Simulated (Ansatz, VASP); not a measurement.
# ZnO: VASP beside Ansatz

INCAR

```
SYSTEM = ZnO
PREC = Accurate ; ENCUT = 520
EDIFF = 1E-7 ; ISMEAR = 0
SIGMA = 0.02 ; LREAL = .FALSE.
LASPH = .TRUE. ; NELM = 60
ALGO = Normal ; ISIF = 2
LWAVE = .FALSE. ; LCHARG = .FALSE.
GGA = PE ; NBANDS = 26
```

KPOINTS

```
regular mesh
0
G
  12 12 6
  0 0 0
```

POSCAR

```
ZnO
1.0
    3.2793907549      0.0000000000      0.0000000000
   -1.6396953774      2.8400357027      0.0000000000
    0.0000000000      0.0000000000      5.2932332014
Zn O
2 2
Direct
    0.6666666667      0.3333333333      0.5006044111
    0.3333333333      0.6666666667      0.0006044111
    0.6666666667      0.3333333333      0.8797055889
    0.3333333333      0.6666666667      0.3797055889
```

Input for Ansatz:

```yaml
crystal:
  lattice:
    - [3.2793907594, 0.0, 0.0]
    - [-1.6396953797, 2.8400357065, 0.0]
    - [0.0, 0.0, 5.2932331648]
  atoms:
    - { symbol: Zn, position: [0.6666666667, 0.3333333333, 0.5006044108] }
    - { symbol: Zn, position: [0.3333333333, 0.6666666667, 0.0006044108] }
    - { symbol: O, position: [0.6666666667, 0.3333333333, 0.8797055892] }
    - { symbol: O, position: [0.3333333333, 0.6666666667, 0.3797055892] }
basis:
  ecutwfc: 420
kpoints:
  mp_grid: { grid: [12, 12, 6] }
hamiltonian:
  xc: pbe
scf:
  occupations: { method: gaussian, width: 0.02 }
output:
  forces: true
  stress: true
  eigenvalues: true
```

Alike in both runs: task single point; functional PBE; k mesh 12 × 12 × 6; occupations gaussian, width 0.02 eV; no spin polarisation.

|  | VASP | Ansatz |
| --- | --- | --- |
| version | VASP 6.6.1 | Ansatz 0.2.0 |
| potentials or method | VASP PAW PBE potentials, release 64 (Zn, O), cutoff 520 eV | scalar-relativistic, plane waves, PAW |
| valence electrons in the cell | 36 | 36 |

```csv
,VASP,Ansatz,Ansatz less VASP
gap on the k mesh at the Fermi level (eV),0.73,0.74,+0.016
least direct gap on the mesh (eV),0.73,0.74,+0.016
pressure (GPa),0.9,0.0,-0.90
```
